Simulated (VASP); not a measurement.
Set up this calculation in VASP 6.6.1, as the native input.

```
Task                   : single point
Functional             : PBE
Potentials or basis    : VASP PAW PBE potentials, release 64 (Ga_d, F)
Cutoff                 : 520 eV
k mesh                 : 8 × 8 × 8
Occupations            : fermi-dirac, width 0.05 eV
Spin                   : no spin polarisation
Dipole correction      : no
Further INCAR settings : ALGO = Normal; EDIFF = 1e-06; NBANDS = 17
```

The structure of GaF lies in POSCAR:

```
GaF
1.0
    0.0000000000      2.4422748688      2.4422748688
    2.4422748688      0.0000000000      2.4422748688
    2.4422748688      2.4422748688      0.0000000000
Ga F
1 1
Direct
    0.2500000000      0.2500000000      0.2500000000
    0.0000000000      0.0000000000      0.0000000000
```

The input as run:

INCAR

```
PREC     = Accurate       # precision mode
ENCUT    = 520            # plane-wave cutoff, eV
EDIFF    = 1E-6           # SCF threshold, eV
ISMEAR   = -1             # smearing method
SIGMA    = 0.05           # smearing width, eV
LREAL    = False          # projectors in reciprocal space
LASPH    = True           # aspherical terms in the spheres
NELM     = 60             # most SCF steps
ALGO     = Normal         # electronic algorithm
ISIF     = 2              # what is computed and relaxed
LWAVE    = False          # write WAVECAR
LCHARG   = True           # write CHGCAR
GGA      = PE             # functional
LELF     = True           # ELF
LVHAR    = True         
NBANDS   = 17             # bands
```

KPOINTS

```
Automatic mesh
0
Gamma
  8 8 8
```

Potentials or basis: VASP PAW PBE potentials, release 64 (Ga_d, F).

The run is started by

```sh
$ cat potpaw_PBE.64/Ga_d/POTCAR potpaw_PBE.64/F/POTCAR > POTCAR
$ mpirun -np 1 vasp_std > vasp.out
```

It gave:

The pressure is 30.3 GPa.

It took 7.2 s on 1 thread of Intel(R) Xeon(R) 6975P-C (Granite Rapids) (shared host), peak memory 0.16 GiB.
